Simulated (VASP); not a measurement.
K2S, 3 atoms in the cell. It takes space group Fm-3m (No. 225, cubic). Conventional cell: a = 7.535 Å, b = 7.535 Å, c = 7.535 Å, α = 90.00°, β = 90.00°, γ = 90.00°. K (site symmetry -43m) has 4 S at 3.26 Å and 6 K at 3.77 Å within 4.3 Å. S (site symmetry m-3m) has 8 K at 3.26 Å within 4.3 Å. 

| Quantity | Value |
| --- | --- |
| Program | VASP 6.6.1 |
| Task | single point |
| Functional | PBE |
| Potentials or basis | VASP PAW PBE potentials, release 64 (K_sv, S) |
| Cutoff | 500 eV |
| k mesh | 6 × 6 × 6 |
| Occupations | gaussian, width 0.01 eV |
| Spin | no spin polarisation |
| Dipole correction | no |
| Further INCAR settings | ALGO = Normal; EDIFF = 1e-06; NBANDS = 19 |

Potentials or basis: VASP PAW PBE potentials, release 64 (K_sv, S).

Run with:

```console
$ cat potpaw_PBE.64/K_sv/POTCAR potpaw_PBE.64/S/POTCAR > POTCAR
$ mpirun -np 1 vasp_std > vasp.out
```

Hardware: 1 thread of Intel(R) Xeon(R) Platinum 8175M CPU @ 2.50GHz (Skylake/Cascade Lake) (shared host).

How long does it take, and how much memory?

Wall time 44 s on 1 thread of Intel(R) Xeon(R) Platinum 8175M CPU @ 2.50GHz (Skylake/Cascade Lake), on a shared host, peak memory 0.24 GiB. Counts: scf iterations 15, k points 16.
